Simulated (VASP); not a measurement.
# N (P6_3/mmc) in VASP: a series of runs, part 2 of 2

VASP 6.6.1. Earlier steps stand in the parts before.

### Step 3. Relaxation of cell and atoms, PBEsol

The input, INCAR:

```
SYSTEM = N
  PREC = Accurate
  ENCUT = 600
  EDIFF = 1E-6
  ISMEAR = 0
  SIGMA = 0.02
  LREAL = .FALSE.
  LASPH = .TRUE.
  NELM = 100
  ALGO = Normal
  ISIF = 3
  LWAVE = .FALSE.
  LCHARG = .FALSE.
  GGA = PS
  IBRION = 2
  NSW = 100
  EDIFFG = -0.005
```

The input, KPOINTS:

```
Automatic mesh
0
G
  6 6 4
  0 0 0
```

The input, POSCAR:

```
N
1.0
    4.3671138075      0.0000000000      0.0000000000
   -2.1835569037      3.7820314985      0.0000000000
    0.0000000000      0.0000000000      7.4219008384
N
4
Direct
    0.3333333333      0.6666666667      0.3241071911
    0.3333333333      0.6666666667      0.1758928089
    0.6666666667      0.3333333333      0.8241071911
    0.6666666667      0.3333333333      0.6758928089
```

Potentials or basis: VASP PAW PBE potentials, release 64 (N).

The run is started by

```sh
$ cat potpaw_PBE.64/N/POTCAR > POTCAR
$ mpirun -np 1 vasp_std > vasp.out
```

OUTCAR:

```text
SYSTEM = N
   PREC = Accurate
   ENCUT = 600
   EDIFF = 1E-6
   ISMEAR = 0
   LREAL = .FALSE.
   LASPH = .TRUE.
   NELM = 100
   ISIF = 3
   GGA = PS
   IBRION = 2
   NSW = 100
   EDIFFG = -0.005

 ion  position               nearest neighbor table
   1  0.333  0.667  0.324-   2 1.10
   2  0.333  0.667  0.176-   1 1.10
   3  0.667  0.333  0.824-   4 1.10
   4  0.667  0.333  0.676-   3 1.10

  LATTYP: Found a hexagonal cell.
 ALAT       =     4.3671138075
 C/A-ratio  =     1.6994979214

  Lattice vectors:

 A1 = (   4.3671138075,   0.0000000000,   0.0000000000)
 A2 = (  -2.1835569037,   3.7820314985,   0.0000000000)
 A3 = (   0.0000000000,   0.0000000000,   7.4219008384)

Analysis of symmetry for initial positions (statically):
[... 291 lines left out ...]
--------------------------------------- Ionic step       29  -------------------------------------------

 number of electron      19.9999997 magnetization

------------------------ aborting loop because EDIFF is reached ----------------------------------------
[... 71 lines left out ...]
--------------------------------------- Ionic step       31  -------------------------------------------

 number of electron      19.9999998 magnetization

 Free energy of the ion-electron system (eV)
  ---------------------------------------------------
  ext. energy  EPLUGINS =         0.00000000
  ---------------------------------------------------
  free energy    TOTEN  =       -34.17028891 eV

  energy without entropy =      -34.17028891  energy(sigma->0) =      -34.17028891

 E-fermi :  -6.5721     XC(G=0):  -5.7640

 val. band max:       -6.7133354766   @ k =   0.0000   0.0000   0.0000
 cond. band min:       0.1815094700   @ k =   0.3333   0.3333   0.0000
 fundamental gap:      6.8948449466
 Fermi energy:        -6.5721145579

 k-point     1 :       0.0000    0.0000    0.0000
  band No.  band energies     occupation
      1     -25.2119      2.00000
      2     -25.1853      2.00000
      3     -10.8903      2.00000
      4     -10.1438      2.00000
      5      -8.5439      2.00000
      6      -8.5439      2.00000
      7      -8.4356      2.00000
      8      -8.4356      2.00000
      9      -7.8249      2.00000
     10      -6.7133      2.00000
     11       0.8641      0.00000
     12       0.8641      0.00000
     13       1.3646      0.00000
     14       1.3647      0.00000
[... 369 lines left out ...]
  FREE ENERGIE OF THE ION-ELECTRON SYSTEM (eV)
  ---------------------------------------------------
  free  energy   TOTEN  =       -34.1702889058 eV

  energy  without entropy=      -34.1702889058  energy(sigma->0) =      -34.17028891

 reached required accuracy - stopping structural energy minimisation
```

OSZICAR:

```text
N       E                     dE             d eps       ncg     rms          rms(c)
DAV:   1     0.156618783267E+03    0.15662E+03   -0.95534E+03   588   0.129E+03
DAV:   2    -0.182608281335E+02   -0.17488E+03   -0.17103E+03   898   0.281E+02
DAV:   3    -0.356652699694E+02   -0.17404E+02   -0.17352E+02   774   0.103E+02
DAV:   4    -0.358380331203E+02   -0.17276E+00   -0.17189E+00   710   0.129E+01
[... 228 lines left out ...]
       N       E                     dE             d eps       ncg     rms          rms(c)
DAV:   1    -0.341705407330E+02   -0.24797E-03   -0.12969E-02   588   0.957E-01    0.102E-01
DAV:   2    -0.341703301816E+02    0.21055E-03   -0.46426E-04   588   0.190E-01    0.416E-02
DAV:   3    -0.341702883301E+02    0.41852E-04   -0.23403E-04   588   0.112E-01    0.119E-02
DAV:   4    -0.341702889058E+02   -0.57572E-06   -0.50863E-06   588   0.204E-02
  31 F= -.34170289E+02 E0= -.34170289E+02  d E =-.127214E-02
```

Run time: 4.7 min. Hardware: 1 thread of Intel Xeon 6975P-C (Granite Rapids), shared host; peak memory 0.26 GiB.

Results:

```yaml
Free_energy: -34.1703 eV
Relaxed_volume: 26.70 Å³/atom
Relaxed_cell: a = 4.225 Å, b = 4.225 Å, c = 6.909 Å, α = 90.00°, β = 90.00°, γ = 120.00°
Space_group_after_relaxing_to_0.05_Å: P6_3/mmc (No. 194)
Energy_gained_by_relaxing: 7.2 meV/atom
Ionic_steps: 31
Pressure_after_relaxing: 0.0 GPa
Band_gap_on_the_k_mesh: 6.89 eV, indirect (least direct gap 7.23 eV)
```

Forces in eV/Å, atoms in the order of the input:
```
N    0.000  0.000 -0.003
N    0.000  0.000  0.003
N    0.000  0.000 -0.003
N    0.000  0.000  0.003
```

The path:
```tsv
step	energy change (eV)	largest force (eV/Å)	pressure (GPa)	volume (Å³)
1	0.0000	1.7865	1.58	122.58
2	4.2777	14.8329	-16.60	127.93
3	-0.0103	1.1526	-1.24	122.87
4	-0.0182	0.4553	-0.57	122.76
5	-0.0196	0.0736	-0.20	122.70
6	-0.0197	0.0037	-0.11	122.68
7	-0.0197	0.0175	-0.10	122.68
8	-0.0199	0.0210	-0.10	122.40
9	-0.0207	0.0317	-0.10	121.54
10	-0.0222	0.0617	-0.06	119.83
11	-0.0248	0.1554	0.06	116.47
12	-0.0268	0.4949	0.49	109.92
13	-0.0259	0.6674	0.73	107.23
14	-0.0259	0.6676	0.72	107.23
15	-0.0260	0.6627	0.73	107.20
16	-0.0260	0.6571	0.72	107.15
17	-0.0261	0.6452	0.71	107.04
18	-0.0263	0.6210	0.69	106.84
19	-0.0267	0.5730	0.65	106.42
20	-0.0272	0.4814	0.56	105.60
21	-0.0275	0.3104	0.41	103.96
22	-0.0275	0.2915	0.38	103.77
23	-0.0275	0.2507	0.36	103.37
24	-0.0275	0.2686	0.39	103.56
25	-0.0275	0.2817	0.39	103.68
26	-0.0277	0.2631	0.37	103.86
27	-0.0280	0.2098	0.29	104.40
28	-0.0286	0.1066	0.16	105.47
29	-0.0287	0.0789	-0.09	107.65
30	-0.0288	0.0205	-0.02	106.99
31	-0.0288	0.0030	-0.01	106.79
```

Final structure:
```xyz
4
Lattice="4.2248 0.0000 0.0000 -2.1124 3.6588 0.0000 0.0000 0.0000 6.9089" Properties=species:S:1:pos:R:3 pbc="T T T"
N     0.0000    2.4392    2.2827
N     0.0000    2.4392    1.1717
N     2.1124    1.2196    5.7372
N     2.1124    1.2196    4.6262
```

Levels at points of the mesh, in eV from the valence-band top:
| k point | band 7 | band 8 | band 9 | band 10 | band 11 | band 12 | band 13 | band 14 |
| --- | --- | --- | --- | --- | --- | --- | --- | --- |
| (0.00, 0.00, 0.00) | -1.72 | -1.72 | -1.11 | 0.00 | 7.58 | 7.58 | 8.08 | 8.08 |
| (0.50, 0.00, 0.00) | -1.92 | -1.74 | -0.58 | -0.23 | 7.03 | 7.31 | 7.73 | 8.19 |
| (0.00, 0.00, 0.50) | -1.78 | -1.78 | -0.50 | -0.50 | 7.82 | 7.82 | 7.82 | 7.82 |
| (0.50, 0.00, 0.50) | -1.83 | -1.83 | -0.45 | -0.45 | 7.38 | 7.38 | 7.72 | 7.72 |

Caveat: the standard files for N, O and F lose accuracy on very short bonds; the PAW data sets were made with another functional, which shifts forces and pressure a little. A hybrid or GW would open this gap; PBEsol tends to underestimate it.

### Step 4. Relaxation of the atoms, PBEsol (strain along c alone, the other axes held: +4.0 %)

The input, INCAR:

```
SYSTEM = N
ALGO = Normal
EDIFF = 1E-6
EDIFFG = -0.008
ENCUT = 520
GGA = PS
IBRION = 2
ISIF = 2
ISMEAR = 0
LASPH = .TRUE.
LCHARG = .FALSE.
LREAL = .FALSE.
LWAVE = .FALSE.
NELM = 100
NSW = 60
PREC = Accurate
SIGMA = 0.02
```

The input, KPOINTS:

```
k-points
0
G
  6 6 4
  0 0 0
```

The input, POSCAR:

```
N
1.0
    4.3671061469      0.0000000000      0.0000000000
   -2.1835530734      3.7820248642      0.0000000000
    0.0000000000      0.0000000000      7.7187611418
N
4
Direct
    0.3333333333      0.6666666667      0.3226558804
    0.3333333333      0.6666666667      0.1773441196
    0.6666666667      0.3333333333      0.8226558804
    0.6666666667      0.3333333333      0.6773441196
```

Potentials or basis: VASP PAW PBE potentials, release 64 (N).

The run is started by

```sh
$ cat potpaw_PBE.64/N/POTCAR > POTCAR
$ mpirun -np 1 vasp_std > vasp.out
```

OUTCAR:

```text
SYSTEM = N
   EDIFF = 1E-6
   EDIFFG = -0.008
   ENCUT = 520
   GGA = PS
   IBRION = 2
   ISIF = 2
   ISMEAR = 0
   LASPH = .TRUE.
   LREAL = .FALSE.
   NELM = 100
   NSW = 60
   PREC = Accurate

 ion  position               nearest neighbor table
   1  0.333  0.667  0.323-   2 1.12
   2  0.333  0.667  0.177-   1 1.12
   3  0.667  0.333  0.823-   4 1.12
   4  0.667  0.333  0.677-   3 1.12

  LATTYP: Found a hexagonal cell.
 ALAT       =     4.3671061469
 C/A-ratio  =     1.7674773367

  Lattice vectors:

 A1 = (   4.3671061469,   0.0000000000,   0.0000000000)
 A2 = (  -2.1835530734,   3.7820248642,   0.0000000000)
 A3 = (   0.0000000000,   0.0000000000,   7.7187611418)

Analysis of symmetry for initial positions (statically):
=====================================================================
 Subroutine PRICEL returns:
 Original cell was already a primitive cell.

 Routine SETGRP: Setting up the symmetry group for a
 hexagonal supercell.

 Subroutine GETGRP returns: Found 24 space group operations
 (whereof 12 operations were pure point group operations)
 out of a pool of 24 trial point group operations.

The static configuration has the point symmetry D_3d.
 The point group associated with its full space group is D_6h.

Analysis of symmetry for dynamics (positions and initial velocities):
=====================================================================
 Subroutine PRICEL returns:
 Original cell was already a primitive cell.

 Routine SETGRP: Setting up the symmetry group for a
 hexagonal supercell.

 Subroutine GETGRP returns: Found 24 space group operations
 (whereof 12 operations were pure point group operations)
 out of a pool of 24 trial point group operations.

The dynamic configuration has the point symmetry D_3d.
 The point group associated with its full space group is D_6h.

 Subroutine INISYM returns: Found 24 space group operations
 (whereof 12 operations are pure point group operations),
 and found     1 'primitive' translations

----------------------------------------------------------------------------------------

                                     Primitive cell

  volume of cell :     127.4869

  direct lattice vectors                    reciprocal lattice vectors
     4.367106147  0.000000000  0.000000000     0.228984588  0.132204313  0.000000000
    -2.183553073  3.782024864  0.000000000     0.000000000  0.264408627  0.000000000
     0.000000000  0.000000000  7.718761142     0.000000000  0.000000000  0.129554469

  length of vectors
     4.367106147  4.367106147  7.718761142     0.264408627  0.264408627  0.129554469

  position of ions in fractional coordinates (direct lattice)
     0.333333333  0.666666667  0.322655880
     0.333333333  0.666666667  0.177344120
     0.666666667  0.333333333  0.822655880
     0.666666667  0.333333333  0.677344120

  ion indices of the primitive-cell ions
   primitive index   ion index
                 1           1
                 2           2
                 3           3
                 4           4

----------------------------------------------------------------------------------------

 KPOINTS: k-points

Automatic generation of k-mesh.
 Grid dimensions read from file:
 generate k-points for:    6    6    4

 Generating k-lattice:

  Cartesian coordinates                     Fractional coordinates (reciprocal lattice)
     0.038164098  0.022034052  0.000000000     0.166666667  0.000000000  0.000000000
     0.000000000  0.044068104  0.000000000     0.000000000  0.166666667  0.000000000
     0.000000000  0.000000000  0.032388617     0.000000000  0.000000000  0.250000000

  Length of vectors
     0.044068104  0.044068104  0.032388617

  Shift w.r.t. Gamma in fractional coordinates (k-lattice)
     0.000000000  0.000000000  0.000000000

 Subroutine IBZKPT returns following result:
 ===========================================

 Found     21 irreducible k-points:

 Following reciprocal coordinates:
            Coordinates               Weight
  0.000000  0.000000  0.000000      1.000000
  0.166667  0.000000  0.000000      6.000000
  0.333333  0.000000  0.000000      6.000000
  0.500000  0.000000  0.000000      3.000000
  0.166667  0.166667  0.000000      6.000000
  0.333333  0.166667  0.000000     12.000000
[... 13 lines left out ...]
  0.333333  0.166667  0.500000     12.000000
  0.333333  0.333333  0.500000      2.000000
   k-points           NKPTS =     21   k-points in BZ     NKDIM =     21   number of bands    NBANDS=     14
   number of dos      NEDOS =    301   number of ions     NIONS =      4
   total plane-waves  NPLWV =  61440
   dimension x,y,z NGX =    32 NGY =   32 NGZ =   60
   dimension x,y,z NGXF=    64 NGYF=   64 NGZF=  120
   ions per type =               4
   NGX,Y,Z   is equivalent  to a cutoff of  12.18, 12.18, 12.92 a.u.
   NGXF,Y,Z  is equivalent  to a cutoff of  24.36, 24.36, 25.85 a.u.
 SYSTEM =  N
   PREC   = accura    normal or accurate (medium, high low for compatibility)
   ISTART =      0    job   : 0-new  1-cont  2-samecut
   ICHARG =      2    charge: 1-file 2-atom 10-const
   ISPIN  =      1    spin polarized calculation?
   LNONCOLLINEAR =      F non collinear calculations
   LSORBIT =      F    spin-orbit coupling
   LASPH  =      T    aspherical Exc in radial PAW
   ENCUT  =  520.0 eV  38.22 Ry    6.18 a.u.   8.12  8.12 14.35*2*pi/ulx,y,z
   NELM   =    100;   NELMIN=  2; NELMDL= -5     # of ELM steps
   EDIFF  = 0.1E-05   stopping-criterion for ELM
   LREAL  =      F    real-space projection
   EDIFFG = -.8E-02   stopping-criterion for IOM
   NSW    =     60    number of steps for IOM
   IBRION =      2    ionic relax: 0-MD 1-quasi-New 2-CG
   NFREE  =      1    steps in history (QN), initial steepest desc. (CG)
   ISIF   =      2    stress and relaxation
   ISYM   =      2    0-nonsym 1-usesym 2-fastsym
   POTIM  = 0.5000    time-step for ionic-motion
   TEBEG  =    0.0;   TEEND  =   0.0 temperature during run
   PSTRESS=    0.0 pullay stress
   NELECT =      20.0000    total number of electrons
   NUPDOWN=      -1.0000    fix difference up-down
   EMIN   =  10.00;   EMAX   =-10.00  energy-range for DOS
   EFERMI =   0.00;   METHOD = LEGACY
   ISMEAR =     0;   SIGMA  =   0.02  broadening in eV -4-tet -1-fermi 0-gaus
   EFERMI_NEDOS =   21; number of points for ismear=-14 and -15
   IALGO  =     38    algorithm
   IMIX   =      4    mixing-type and parameters
     AMIX     =   0.40;   BMIX     =  1.00
     AMIX_MAG =   1.60;   BMIX_MAG =  1.00
  volume/ion in A,a.u.               =      31.87       215.08
  Fermi-wavevector in a.u.,A,eV,Ry     =   0.882937  1.668508 10.606793  0.779577
  Thomas-Fermi vector in A             =   2.003635
   LORBIT       =      0    0 simple, 1 ext, 2 COOP (PROOUT), +10 PAW based schemes
   GGA     = PS    functional components
   LHFCALC =     F    Hartree Fock is set to
   AEXX    =    0.0000 exact exchange contribution
   IVDW    =     0    specifies the selected vdW correction
   LEPSILON=     F    determine dielectric tensor
   LRPA    =     F    only Hartree local field effects (RPA)
 conjugate gradient relaxation of ions
 non-spin polarized calculation
 Gauss-broadening in eV      SIGMA  =   0.02
  energy-cutoff  :      520.00
  volume of cell :      127.49
 maximum number of plane-waves:      3454
   NGX = 17   NGY = 17   NGZ = 29

--------------------------------------- Ionic step        1  -------------------------------------------

 number of electron      20.0000000 magnetization

 Free energy of the ion-electron system (eV)
  ---------------------------------------------------
  ext. energy  EPLUGINS =         0.00000000
  ---------------------------------------------------
  free energy    TOTEN  =       -34.13139627 eV

  energy without entropy =      -34.13139627  energy(sigma->0) =      -34.13139627

------------------------ aborting loop because EDIFF is reached ----------------------------------------

  FORCE on cell =-STRESS in cart. coord.  units (eV):
  Direction    XX          YY          ZZ          XY          YZ          ZX
  --------------------------------------------------------------------------------------
  -------------------------------------------------------------------------------------
  Total       -0.0753921     -0.0753921     -3.4197421     -0.0000000      0.0000000      0.0000000
  in kB       -0.9474808     -0.9474808    -42.9772086     -0.0000000      0.0000000      0.0000000
  external PRESSURE =     -14.9573901 kB  Pullay stress =       0.0000000 kB
[... 99 lines left out ...]
  energy  without entropy=      -34.1458027468  energy(sigma->0) =      -34.14580275

--------------------------------------- Ionic step        4  -------------------------------------------

 number of electron      20.0000000 magnetization

 Free energy of the ion-electron system (eV)
  ---------------------------------------------------
  ext. energy  EPLUGINS =         0.00000000
  ---------------------------------------------------
  free energy    TOTEN  =       -34.14588430 eV

  energy without entropy =      -34.14588430  energy(sigma->0) =      -34.14588430

 E-fermi :  -7.3066     XC(G=0):  -5.1738

 val. band max:       -7.4326440202   @ k =   0.0000   0.0000   0.0000
 cond. band min:      -0.0971280543   @ k =   0.3333   0.3333   0.0000
 fundamental gap:      7.3355159658
 Fermi energy:        -7.3065710649

 k-point     1 :       0.0000    0.0000    0.0000
  band No.  band energies     occupation
      1     -25.6946      2.00000
      2     -25.6853      2.00000
      3     -11.1952      2.00000
      4     -10.8091      2.00000
      5      -9.0317      2.00000
      6      -9.0317      2.00000
      7      -8.9862      2.00000
      8      -8.9862      2.00000
      9      -8.0736      2.00000
     10      -7.4326      2.00000
     11       0.4333      0.00000
     12       0.4333      0.00000
     13       0.7108      0.00000
     14       0.7108      0.00000
[... 369 lines left out ...]
  FREE ENERGIE OF THE ION-ELECTRON SYSTEM (eV)
  ---------------------------------------------------
  free  energy   TOTEN  =       -34.1458842950 eV

  energy  without entropy=      -34.1458842950  energy(sigma->0) =      -34.14588430

 reached required accuracy - stopping structural energy minimisation
```

OSZICAR:

```text
N       E                     dE             d eps       ncg     rms          rms(c)
DAV:   1     0.143073056655E+03    0.14307E+03   -0.88669E+03   588   0.115E+03
DAV:   2    -0.189774213108E+02   -0.16205E+03   -0.15595E+03   872   0.253E+02
DAV:   3    -0.354369176123E+02   -0.16459E+02   -0.16400E+02   798   0.951E+01
DAV:   4    -0.355978829537E+02   -0.16097E+00   -0.16063E+00   660   0.121E+01
[... 33 lines left out ...]
       N       E                     dE             d eps       ncg     rms          rms(c)
DAV:   1    -0.341458902768E+02   -0.87426E-04   -0.31916E-03   588   0.521E-01    0.216E-02
DAV:   2    -0.341458864623E+02    0.38145E-05   -0.78183E-05   624   0.754E-02    0.153E-02
DAV:   3    -0.341458838908E+02    0.25714E-05   -0.74595E-06   708   0.209E-02    0.855E-03
DAV:   4    -0.341458842950E+02   -0.40417E-06   -0.47435E-07   294   0.616E-03
   4 F= -.34145884E+02 E0= -.34145884E+02  d E =-.144880E-01
```

It took 63 s on 1 thread of Intel Xeon 6975P-C, shared host; peak memory 0.24 GiB.

What came out:

* Free energy: -34.1459 eV
* Energy gained by relaxing: 3.6 meV/atom
* Ionic steps: 4
* Pressure after relaxing: -0.2 GPa
* Largest force after relaxing: 0.004 eV/Å
* Band gap on the k mesh: 7.34 eV, indirect (least direct gap 7.47 eV)

Forces in eV/Å, atoms in the order of the input:
```
N    0.000  0.000 -0.004
N    0.000  0.000  0.004
N    0.000  0.000 -0.004
N    0.000  0.000  0.004
```

Stress tensor (GPa, compression positive):
```
-0.11  0.00  0.00
 0.00 -0.11  0.00
 0.00  0.00 -0.24
```

The path:
| step | energy change (eV) | largest force (eV/Å) | pressure (GPa) |
| --- | --- | --- | --- |
| 1 | 0.0000 | 1.4501 | -1.50 |
| 2 | 3.6137 | 32.6806 | 26.28 |
| 3 | -0.0144 | 0.1124 | -0.04 |
| 4 | -0.0145 | 0.0037 | -0.15 |

Final structure:
```
CELL_PARAMETERS angstrom
4.36711 0.00000 0.00000
-2.18355 3.78202 0.00000
0.00000 0.00000 7.71876
ATOMIC_POSITIONS crystal
N 0.33333 0.66667 0.32202
N 0.33333 0.66667 0.17798
N 0.66667 0.33333 0.82202
N 0.66667 0.33333 0.67798
```

Caveat: the cell differs from its parent crystal (strain along c alone, the other axes held: +4.0 %); the standard files for N, O and F lose accuracy on very short bonds; the PAW data sets were made with another functional, which shifts forces and pressure a little.

### Step 5. Overview

| task | cell | cutoff (eV) | gap on the mesh (eV) | pressure (GPa) |
| --- | --- | --- | --- | --- |
| single point | a = 4.367, b = 4.367, c = 7.422 Å, angles 90.0, 90.0, 120.0°, 4 atoms | 520 | 7.36 | 1.6 |
| relaxation of cell and atoms | relaxed from a = 4.367, b = 4.367, c = 7.422 Å, angles 90.0, 90.0, 120.0°, 4 atoms | 600 | 6.89 | 0.0 |
| relaxation of the atoms | atoms relaxed from a = 4.367, b = 4.367, c = 7.719 Å, angles 90.0, 90.0, 120.0°, 4 atoms | 520 | 7.34 | -0.2 |

Alike in all rows: level PBEsol; potentials or basis VASP PAW PBE potentials, release 64 (N); no spin polarisation; k mesh 6 × 6 × 4; smearing gaussian 0.02 eV.

Caveats: the standard files for N, O and F lose accuracy on very short bonds; the PAW data sets were made with another functional, which shifts forces and pressure a little.

Total energies depend on the potentials used, so only differences within one code and one set of settings carry meaning.
